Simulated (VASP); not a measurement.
# Cu (Im-3m) in VASP: a series of runs

The runs below take Cu through relaxation of cell and atoms, with PBEsol.

Everything below comes from runs of VASP 6.6.1. Logs are shortened: lines on timing, memory, paths and dates and some standing lists are left out, and cuts for length are marked.

## 1. The cell of the first run

Symmetry: Im-3m, No. 229, cubic system. The conventional cell has a = 2.870 Å, b = 2.870 Å, c = 2.870 Å, α = 90.00°, β = 90.00°, γ = 90.00°. Cu (site symmetry m-3m) has 14 Cu at 2.49 to 2.87 Å within 3.3 Å.

## 2. Relaxation of cell and atoms, PBEsol

File INCAR:

```
PREC = Accurate
ENCUT = 600
EDIFF = 1E-7
ISMEAR = 0
SIGMA = 0.1
LREAL = F
LASPH = T
NELM = 100
ALGO = Normal
ISIF = 3
LWAVE = F
LCHARG = F
GGA = PS
IBRION = 2
NSW = 80
EDIFFG = -0.02
```

File KPOINTS:

```
Automatic mesh
0
Gamma
  23 23 23
```

File POSCAR:

```
Cu
1.0
    1.4350000000      1.4350000000      1.4350000000
   -1.4350000000      1.4350000000      1.4350000000
   -1.4350000000     -1.4350000000      1.4350000000
Cu
1
Direct
    0.0000000000      0.0000000000      0.0000000000
```

Potentials or basis: VASP PAW PBE potentials, release 64 (Cu).

Run with:

```
$ cat potpaw_PBE.64/Cu/POTCAR > POTCAR
$ mpirun -np 1 vasp_std > vasp.out
```

OUTCAR:

```text
PREC = Accurate
   ENCUT = 600
   EDIFF = 1E-7
   ISMEAR = 0
   LREAL = F
   LASPH = T
   NELM = 100
   ISIF = 3
   GGA = PS
   IBRION = 2
   NSW = 80
   EDIFFG = -0.02

 ion  position               nearest neighbor table
   1  0.000  0.000  0.000-

  LATTYP: Found a body centered cubic cell.
 ALAT       =     2.8700000000

  Lattice vectors:

 A1 = (   1.4350000000,  -1.4350000000,  -1.4350000000)
 A2 = (   1.4350000000,   1.4350000000,   1.4350000000)
 A3 = (  -1.4350000000,  -1.4350000000,   1.4350000000)

Analysis of symmetry for initial positions (statically):
=====================================================================
 Subroutine PRICEL returns:
 Original cell was already a primitive cell.

 Routine SETGRP: Setting up the symmetry group for a
 body centered cubic supercell.

 Subroutine GETGRP returns: Found 48 space group operations
 (whereof 48 operations were pure point group operations)
 out of a pool of 48 trial point group operations.

The static configuration has the point symmetry O_h .

Analysis of symmetry for dynamics (positions and initial velocities):
=====================================================================
 Subroutine PRICEL returns:
 Original cell was already a primitive cell.

 Routine SETGRP: Setting up the symmetry group for a
 body centered cubic supercell.

 Subroutine GETGRP returns: Found 48 space group operations
 (whereof 48 operations were pure point group operations)
 out of a pool of 48 trial point group operations.

The dynamic configuration has the point symmetry O_h .

 Subroutine INISYM returns: Found 48 space group operations
 (whereof 48 operations are pure point group operations),
 and found     1 'primitive' translations

----------------------------------------------------------------------------------------

                                     Primitive cell

  volume of cell :      11.8200

  direct lattice vectors                    reciprocal lattice vectors
     1.435000000  1.435000000  1.435000000     0.348432056  0.000000000  0.348432056
    -1.435000000  1.435000000  1.435000000    -0.348432056  0.348432056  0.000000000
    -1.435000000 -1.435000000  1.435000000     0.000000000 -0.348432056  0.348432056

  length of vectors
     2.485492909  2.485492909  2.485492909     0.492757339  0.492757339  0.492757339

  position of ions in fractional coordinates (direct lattice)
     0.000000000  0.000000000  0.000000000

  ion indices of the primitive-cell ions
   primitive index   ion index
                 1           1

----------------------------------------------------------------------------------------

 KPOINTS: Automatic mesh

Automatic generation of k-mesh.
 Grid dimensions read from file:
 generate k-points for:   23   23   23

 Generating k-lattice:

  Cartesian coordinates                     Fractional coordinates (reciprocal lattice)
     0.015149220  0.000000000  0.015149220     0.043478261  0.000000000  0.000000000
    -0.015149220  0.015149220  0.000000000     0.000000000  0.043478261  0.000000000
     0.000000000 -0.015149220  0.015149220     0.000000000  0.000000000  0.043478261

  Length of vectors
     0.021424232  0.021424232  0.021424232

  Shift w.r.t. Gamma in fractional coordinates (k-lattice)
     0.000000000  0.000000000  0.000000000

 Subroutine IBZKPT returns following result:
 ===========================================

 Found    364 irreducible k-points:

 Following reciprocal coordinates:
            Coordinates               Weight
  0.000000  0.000000  0.000000      1.000000
  0.043478  0.000000  0.000000     12.000000
  0.086957  0.000000  0.000000     12.000000
  0.130435  0.000000  0.000000     12.000000
  0.173913  0.000000  0.000000     12.000000
  0.217391  0.000000  0.000000     12.000000
[... 16 lines left out ...]
 -0.478261  0.043478  0.000000     24.000000
  0.173913  0.086957  0.000000     24.000000
 [... further k-points ...]
   k-points           NKPTS =    364   k-points in BZ     NKDIM =    364   number of bands    NBANDS=      9
   number of dos      NEDOS =    301   number of ions     NIONS =      1
   total plane-waves  NPLWV =   8000
   dimension x,y,z NGX =    20 NGY =   20 NGZ =   20
   dimension x,y,z NGXF=    40 NGYF=   40 NGZF=   40
   ions per type =               1
   NGX,Y,Z   is equivalent  to a cutoff of  13.38, 13.38, 13.38 a.u.
   NGXF,Y,Z  is equivalent  to a cutoff of  26.75, 26.75, 26.75 a.u.
 SYSTEM =  unknown system
   PREC   = accura    normal or accurate (medium, high low for compatibility)
   ISTART =      0    job   : 0-new  1-cont  2-samecut
   ICHARG =      2    charge: 1-file 2-atom 10-const
   ISPIN  =      1    spin polarized calculation?
   LNONCOLLINEAR =      F non collinear calculations
   LSORBIT =      F    spin-orbit coupling
   LASPH  =      T    aspherical Exc in radial PAW
   ENCUT  =  600.0 eV  44.10 Ry    6.64 a.u.   4.96  4.96  4.96*2*pi/ulx,y,z
   NELM   =    100;   NELMIN=  2; NELMDL= -5     # of ELM steps
   EDIFF  = 0.1E-06   stopping-criterion for ELM
   LREAL  =      F    real-space projection
   EDIFFG = -.2E-01   stopping-criterion for IOM
   NSW    =     80    number of steps for IOM
   IBRION =      2    ionic relax: 0-MD 1-quasi-New 2-CG
   NFREE  =      1    steps in history (QN), initial steepest desc. (CG)
   ISIF   =      3    stress and relaxation
   ISYM   =      2    0-nonsym 1-usesym 2-fastsym
   POTIM  = 0.5000    time-step for ionic-motion
   TEBEG  =    0.0;   TEEND  =   0.0 temperature during run
   PSTRESS=    0.0 pullay stress
   NELECT =      11.0000    total number of electrons
   NUPDOWN=      -1.0000    fix difference up-down
   EMIN   =  10.00;   EMAX   =-10.00  energy-range for DOS
   EFERMI =   0.00;   METHOD = LEGACY
   ISMEAR =     0;   SIGMA  =   0.10  broadening in eV -4-tet -1-fermi 0-gaus
   EFERMI_NEDOS =   21; number of points for ismear=-14 and -15
   IALGO  =     38    algorithm
   IMIX   =      4    mixing-type and parameters
     AMIX     =   0.40;   BMIX     =  1.00
     AMIX_MAG =   1.60;   BMIX_MAG =  1.00
  volume/ion in A,a.u.               =      11.82        79.76
  Fermi-wavevector in a.u.,A,eV,Ry     =   1.598333  3.020411 34.758357  2.554667
  Thomas-Fermi vector in A             =   2.695799
   LORBIT       =      0    0 simple, 1 ext, 2 COOP (PROOUT), +10 PAW based schemes
   GGA     = PS    functional components
   LHFCALC =     F    Hartree Fock is set to
   AEXX    =    0.0000 exact exchange contribution
   IVDW    =     0    specifies the selected vdW correction
   LEPSILON=     F    determine dielectric tensor
   LRPA    =     F    only Hartree local field effects (RPA)
 conjugate gradient relaxation of ions
 non-spin polarized calculation
 Gauss-broadening in eV      SIGMA  =   0.10
  energy-cutoff  :      600.00
  volume of cell :       11.82
 maximum number of plane-waves:       410
   NGX =  9   NGY =  9   NGZ =  9

--------------------------------------- Ionic step        1  -------------------------------------------

 number of electron      10.9999996 magnetization

 Free energy of the ion-electron system (eV)
  ---------------------------------------------------
  ext. energy  EPLUGINS =         0.00000000
  ---------------------------------------------------
  free energy    TOTEN  =        -4.26569521 eV

  energy without entropy =       -4.26405476  energy(sigma->0) =       -4.26487499

------------------------ aborting loop because EDIFF is reached ----------------------------------------

  FORCE on cell =-STRESS in cart. coord.  units (eV):
  Direction    XX          YY          ZZ          XY          YZ          ZX
  --------------------------------------------------------------------------------------
  -------------------------------------------------------------------------------------
  Total       -0.3795736     -0.3795736     -0.3795736     -0.0000000      0.0000000      0.0000000
  in kB      -51.4506584    -51.4506584    -51.4506584     -0.0000000      0.0000000      0.0000000
  external PRESSURE =     -51.4506584 kB  Pullay stress =       0.0000000 kB
[... 55 lines left out ...]
  energy  without entropy=       -4.2682765982  energy(sigma->0) =       -4.26913840

--------------------------------------- Ionic step        3  -------------------------------------------

 number of electron      10.9999985 magnetization

 Free energy of the ion-electron system (eV)
  ---------------------------------------------------
  ext. energy  EPLUGINS =         0.00000000
  ---------------------------------------------------
  free energy    TOTEN  =        -4.27245348 eV

  energy without entropy =       -4.27075301  energy(sigma->0) =       -4.27160325

 E-fermi :   7.8229     XC(G=0): -13.1090

 val. band max:        7.8203278648   @ k =   0.4348   0.2609   0.1304
 cond. band min:       7.8315324509   @ k =   0.4348   0.1739   0.1304
 fundamental gap:      0.0112045860
 Fermi energy:         7.8229373097

 k-point     1 :       0.0000    0.0000    0.0000
  band No.  band energies     occupation
      1      -1.8169      2.00000
      2       4.6217      2.00000
      3       4.6217      2.00000
      4       4.6217      2.00000
      5       5.6961      2.00000
      6       5.6961      2.00000
      7      33.2054      0.00000
      8      33.2054      0.00000
      9      33.2054      0.00000
[... 265 lines left out ...]
 k-point    24 :       0.1739    0.0870    0.0000
  band No.  band energies     occupation
      1      -0.9367      2.00000
      2       4.4943      2.00000
      3       4.5435      2.00000
      4       4.9815      2.00000
      5       5.5564      2.00000
      6       5.7219      2.00000
      7      27.8734      0.00000
      8      28.7386      0.00000
      9      31.6030      0.00000

 [... further k-points ...]

------------------------ aborting loop because EDIFF is reached ----------------------------------------

  FORCE on cell =-STRESS in cart. coord.  units (eV):
  Direction    XX          YY          ZZ          XY          YZ          ZX
  --------------------------------------------------------------------------------------
  -------------------------------------------------------------------------------------
  Total       -0.0000208     -0.0000208     -0.0000208      0.0000000      0.0000000     -0.0000000
  in kB       -0.0029195     -0.0029195     -0.0029195      0.0000000      0.0000000     -0.0000000
  external PRESSURE =      -0.0029195 kB  Pullay stress =       0.0000000 kB
[... 16 lines left out ...]
  FREE ENERGIE OF THE ION-ELECTRON SYSTEM (eV)
  ---------------------------------------------------
  free  energy   TOTEN  =        -4.2724534776 eV

  energy  without entropy=       -4.2707530145  energy(sigma->0) =       -4.27160325

 reached required accuracy - stopping structural energy minimisation
```

It took 70 s on 1 thread of Intel Xeon Platinum 8488C (Sapphire Rapids), shared host; peak memory 0.17 GiB.

Results:

```
Free energy                            : -4.2725 eV
Relaxed volume                         : 11.41 Å³/atom
Relaxed cell                           : a = 2.457 Å, b = 2.457 Å, c = 2.457 Å, α = 70.53°, β = 109.47°, γ = 70.53°
Space group after relaxing (to 0.05 Å) : Im-3m (No. 229)
Energy gained by relaxing              : 6.8 meV/atom
Ionic steps                            : 3
Pressure after relaxing                : 0.0 GPa
```

Step by step:
```
step  energy change (eV)  largest force (eV/Å)  pressure (GPa)  volume (Å³)
   1              0.0000                0.0000           -5.15        11.82
   2             -0.0043                0.0000            3.49        11.18
   3             -0.0068                0.0000            0.00        11.41
```

Final structure:
```
CELL_PARAMETERS angstrom
1.41839 1.41839 1.41839
-1.41839 1.41839 1.41839
-1.41839 -1.41839 1.41839
ATOMIC_POSITIONS crystal
Cu 0.00000 0.00000 0.00000
```

Caveat: the PAW data sets were made with another functional, which shifts forces and pressure a little.

## 3. Relaxation of cell and atoms, PBEsol, target pressure 5 GPa, at which the enthalpy is minimised

File INCAR:

```
  PREC = Accurate
  ENCUT = 600
  EDIFF = 1E-6
  ISMEAR = 0
  SIGMA = 0.1
  LREAL = F
  LASPH = T
  NELM = 80
  ALGO = Normal
  ISIF = 3
  LWAVE = F
  LCHARG = F
  GGA = PS
  IBRION = 2
  NSW = 80
  EDIFFG = -0.02
  PSTRESS = 50.0
```

File KPOINTS:

```
regular mesh
0
Gamma
  23 23 23
```

POSCAR is that of step 2.

Potentials or basis: VASP PAW PBE potentials, release 64 (Cu).

Run with:

```
$ cat potpaw_PBE.64/Cu/POTCAR > POTCAR
$ mpirun -np 1 vasp_std > vasp.out
```

OUTCAR:

```text
PREC = Accurate
   ENCUT = 600
   EDIFF = 1E-6
   ISMEAR = 0
   LREAL = F
   LASPH = T
   NELM = 80
   ISIF = 3
   GGA = PS
   IBRION = 2
   NSW = 80
   EDIFFG = -0.02
   PSTRESS = 50.0

 ion  position               nearest neighbor table
   1  0.000  0.000  0.000-

  LATTYP: Found a body centered cubic cell.
 ALAT       =     2.8700000000

  Lattice vectors:

 A1 = (   1.4350000000,  -1.4350000000,  -1.4350000000)
 A2 = (   1.4350000000,   1.4350000000,   1.4350000000)
 A3 = (  -1.4350000000,  -1.4350000000,   1.4350000000)

Analysis of symmetry for initial positions (statically):
=====================================================================
 Subroutine PRICEL returns:
 Original cell was already a primitive cell.
[... 254 lines left out ...]

 val. band max:        8.1748982474   @ k =  -0.4783   0.0870   0.0435
 cond. band min:       8.2005077885   @ k =   0.4348   0.2174   0.1304
 fundamental gap:      0.0256095411
 Fermi energy:         8.1954208609

 k-point     1 :       0.0000    0.0000    0.0000
  band No.  band energies     occupation
      1      -1.6712      2.00000
      2       4.8975      2.00000
      3       4.8975      2.00000
      4       4.8975      2.00000
      5       6.0176      2.00000
      6       6.0176      2.00000
      7      33.8551      0.00000
      8      33.8551      0.00000
      9      33.8551      0.00000
[... 265 lines left out ...]
 k-point    24 :       0.1739    0.0870    0.0000
  band No.  band energies     occupation
      1      -0.7732      2.00000
      2       4.7638      2.00000
      3       4.8149      2.00000
      4       5.2728      2.00000
      5       5.8709      2.00000
      6       6.0448      2.00000
      7      28.5439      0.00000
      8      29.4694      0.00000
      9      32.4614      0.00000

 [... further k-points ...]

------------------------ aborting loop because EDIFF is reached ----------------------------------------

  FORCE on cell =-STRESS in cart. coord.  units (eV):
  Direction    XX          YY          ZZ          XY          YZ          ZX
  --------------------------------------------------------------------------------------
  -------------------------------------------------------------------------------------
  Total        0.3417714      0.3417714      0.3417714      0.0000000     -0.0000000      0.0000000
  in kB       49.3670530     49.3670530     49.3670530      0.0000000     -0.0000000      0.0000000
  external PRESSURE =      -0.6329470 kB  Pullay stress =      50.0000000 kB
[... 20 lines left out ...]
  energy  without entropy=       -4.2659022625  energy(sigma->0) =       -4.26676625

  enthalpy is  TOTEN    =        -3.9214768629 eV   P V=        0.3461533717

 reached required accuracy - stopping structural energy minimisation
```

CONTCAR:

```text
Cu
   1.00000000000000
     1.4049139267864725    1.4049139267864725    1.4049139267864725
    -1.4049139267864725    1.4049139267864725    1.4049139267864725
    -1.4049139267864725   -1.4049139267864725    1.4049139267864725
  Cu
     1
Direct
     0.0000000000000000    0.0000000000000000    0.0000000000000000

  0.00000000E+00  0.00000000E+00  0.00000000E+00
```

Wall time 74 s (1 thread of Intel Xeon Platinum 8488C (Sapphire Rapids), shared host); peak memory 0.17 GiB.

What came out:

| Property | Result |
| --- | --- |
| Free energy | -4.2676 eV |
| Relaxed volume | 11.09 Å³/atom |
| Relaxed cell | a = 2.433 Å, b = 2.433 Å, c = 2.433 Å, α = 70.53°, β = 109.47°, γ = 70.53° |
| Space group after relaxing (to 0.05 Å) | Im-3m (No. 229) |
| Energy change on relaxing (the enthalpy is what falls) | -1.9 meV/atom |
| Ionic steps | 3 |
| Pressure after relaxing | 4.9 GPa |

Step by step:
| step | energy change (eV) | largest force (eV/Å) | pressure (GPa) | volume (Å³) |
| --- | --- | --- | --- | --- |
| 1 | 0.0000 | 0.0000 | -5.15 | 11.82 |
| 2 | 0.0284 | 0.0000 | 14.69 | 10.59 |
| 3 | -0.0019 | 0.0000 | 4.94 | 11.09 |

Final structure:
```
Cu
1.0
     1.40491    1.40491    1.40491
    -1.40491    1.40491    1.40491
    -1.40491   -1.40491    1.40491
Cu
1
Direct
  0.00000 0.00000 0.00000
```

Caveat: the cell is relaxed towards a set pressure, so the enthalpy falls and the energy may rise; the PAW data sets were made with another functional, which shifts forces and pressure a little.

(Continued in part 2 of 2.)
